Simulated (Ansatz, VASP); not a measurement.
## Cs in VASP and in Ansatz

```xyz
1
Lattice="0.0000 3.9536 3.9536 3.9536 0.0000 3.9536 3.9536 3.9536 0.0000" Properties=species:S:1:pos:R:3 pbc="T T T"
Cs    0.0000    0.0000    0.0000
```

Alike in both runs: functional r2SCAN; k mesh 7 × 7 × 7; occupations fermi-dirac, width 0.1 eV; no spin polarisation.

Ansatz relaxed the structure, and its values are those at the end. VASP's run is a single point on that final structure, the one shown.

```csv
,VASP,Ansatz
version,VASP 6.6.1,Ansatz 0.2.0
potentials or method,"VASP PAW PBE potentials, release 64 (Cs_sv), cutoff 550 eV","plane waves (500 eV) with PAW, scalar-relativistic"
valence electrons in the cell,9,9
```

```tsv
	VASP	Ansatz	Ansatz less VASP
pressure (GPa)	0.0	0.0	+0.01
```

VASP's potentials were made for PBE, not for r2SCAN.

Spin-orbit coupling is off throughout.
